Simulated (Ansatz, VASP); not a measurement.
**PbS in VASP and in Ansatz**

INCAR

```
SYSTEM = PbS
  PREC = Accurate
  ENCUT = 520
  EDIFF = 1E-8
  ISMEAR = -1
  SIGMA = 0.01
  LREAL = .False.
  LASPH = .True.
  NELM = 80
  ALGO = Normal
  ISIF = 2
  LWAVE = .False.
  LCHARG = .False.
  GGA = CA
  LEFG = .True.
  NBANDS = 17
```

Contents of KPOINTS:

```
Automatic mesh
0
Gamma
  8 8 8
  0 0 0
```

POSCAR

```
PbS
1.0
   -0.0889500000      2.9205250000      2.9205250000
    2.9205250000     -0.0889500000      2.9205250000
    2.9205250000      2.9205250000     -0.0889500000
Pb S
1 1
Direct
    0.0000000000      0.0000000000      0.0000000000
    0.5000000000      0.5000000000      0.5000000000
```

Input for Ansatz:

```yaml
crystal:
  lattice:
    - [-0.08895, 2.920525, 2.920525]
    - [2.920525, -0.08895, 2.920525]
    - [2.920525, 2.920525, -0.08895]
  atoms:
    - { symbol: Pb, position: [0.0, 0.0, 0.0] }
    - { symbol: S, position: [0.5, 0.5, 0.5] }
kpoints:
  mp_grid: { grid: [8, 8, 8] }
scf:
  occupations: { method: fermi_dirac, width: 0.01 }
hamiltonian:
  xc: lda
  pseudopotentials: { kind: paw }
output:
  forces: true
  stress: true
  eigenvalues: true
  efg: { contact_densities: true }
```

Change from the starting cell: equal xy, yz and zx shear strains of -3 %, PAW files.

Alike in both runs: task electric field gradients; functional LDA; k mesh 8 × 8 × 8; occupations fermi-dirac, width 0.01 eV; no spin polarisation.

```csv
,VASP,Ansatz
version,VASP 6.6.1,Ansatz 0.2.0
potentials or method,"VASP PAW LDA potentials, release 64 (Pb_d, S)","PAW with Ansatz's default frozen-core files, scalar-relativistic"
plane-wave cutoff (eV),520,420
valence electrons in the cell,20,20
```

```csv
,VASP,Ansatz,Ansatz less VASP
pressure (GPa),-2.6,-2.6,-0.05
"traceless stress, the component that is largest in VASP (GPa)",0.56,0.57,+0.004
size of Vzz on the site where it differs most (V/Å²),2.7,7.8,+5.06
```

LDA's correlation is that of Perdew and Zunger in VASP and of Perdew and Wang (1992) in Ansatz.

Neither program's run includes spin-orbit coupling.
